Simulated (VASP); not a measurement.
Here is a VASP 6.6.1 calculation.

The input INCAR:

```
PREC = Accurate
ENCUT = 1340
EDIFF = 1E-6
ISMEAR = 0
SIGMA = 0.02
LREAL = False
LASPH = True
NELM = 120
ALGO = Normal
ISIF = 2
LWAVE = False
LCHARG = False
GGA = PE
NBANDS = 25
GGA_COMPAT = False
```

Contents of KPOINTS:

```
regular mesh
0
Gamma
  8 8 8
```

Contents of POSCAR:

```
CO2
1.0
   -2.0081998743      2.0081998743      3.0025771623
    2.0081998743     -2.0081998743      3.0025771623
    2.0081998743      2.0081998743     -3.0025771623
C O
2 4
Direct
    0.0000000000      0.0000000000      0.0000000000
    0.7500000000      0.2500000000      0.5000000000
    0.3750000000      0.2843320294      0.4093320294
    0.7156679706      0.1250000000      0.0906679706
    0.8750000000      0.9656679706      0.5906679706
    0.0343320294      0.6250000000      0.9093320294
```

Potentials or basis: VASP PAW PBE potentials, release 64 (C_h, O_h).

Run with:

```sh
$ cat potpaw_PBE.64/C_h/POTCAR potpaw_PBE.64/O_h/POTCAR > POTCAR
$ mpirun -np 1 vasp_std > vasp.out
```

Problem. Predict the band gap on the k mesh.

Solution. 7.63 eV (least direct gap 8.05 eV).

Problem. Estimate the pressure.

Solution. -4.2 GPa.

Caveat: the cell stands under tension. A k mesh can miss the band edges.
